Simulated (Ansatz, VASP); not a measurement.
## NaCl in VASP and in Ansatz

```
CELL_PARAMETERS angstrom
0.00000 2.55258 2.55258
2.55258 0.00000 2.55258
2.55258 2.55258 0.00000
ATOMIC_POSITIONS crystal
Na 0.00000 0.00000 0.00000
Cl 0.50000 0.50000 0.50000
```

Alike in both runs: task single point; functional PBE; k mesh 8 × 8 × 8; occupations gaussian, width 0.05 eV; no spin polarisation.

|  | VASP | Ansatz |
| --- | --- | --- |
| version | VASP 6.6.1 | Ansatz 0.2.0 |
| potentials or method | VASP PAW PBE potentials, release 64 (Na_pv, Cl), cutoff 520 eV | scalar-relativistic, plane waves, PAW |
| valence electrons in the cell | 14 | 16 |

Ansatz gave:

- gap on the k mesh at the Fermi level (eV): 6.55
- least direct gap on the mesh (eV): 6.55
- pressure (GPa): 16.6

**Question.** What did VASP give for the same quantities?

**Answer.** gap on the k mesh at the Fermi level (eV): 6.55; least direct gap on the mesh (eV): 6.55; pressure (GPa): 16.7.

The functional is the same, so the differences come from potentials, cutoffs and numerics. VASP's potentials hold 14 valence electrons a cell and Ansatz's 16, so a difference there can come from the potentials and not from the codes.
